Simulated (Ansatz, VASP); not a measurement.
## Two plane-wave programs on Be3Te2S

```
CELL_PARAMETERS angstrom
-1.87538 5.61796 2.63776
1.87538 -5.61796 2.63776
1.87538 5.61796 -2.63776
ATOMIC_POSITIONS crystal
S 0.99985 0.99985 0.00000
Be 0.20834 0.70834 0.50000
Be 0.62234 0.77198 0.85036
Be 0.92162 0.77198 0.14964
Te 0.33487 0.99892 0.33594
Te 0.66298 0.99892 0.66406
```

Alike in both runs: task single point; functional PBE; k mesh 6 × 6 × 6; no spin polarisation.

```csv
,VASP,Ansatz
version,VASP 6.6.1,Ansatz 0.2.0
potentials or method,"VASP PAW PBE potentials, release 64 (S, Be, Te)","plane waves, PAW"
plane-wave cutoff (eV),520,420
occupations,"gaussian, width 0.01 eV",fixed
valence electrons in the cell,24,44
```

|  | VASP | Ansatz | Ansatz less VASP |
| --- | --- | --- | --- |
| gap on the k mesh at the Fermi level (eV) | 1.56 | 1.57 | +0.012 |
| pressure (GPa) | 4.8 | 4.6 | -0.15 |
| rms of the force components (eV/Å) | 0.046 | 0.042 | -0.0043 |

VASP's potentials hold 24 valence electrons a cell and Ansatz's 44, so a difference there can come from the potentials and not from the codes.

Spin-orbit coupling is off throughout.
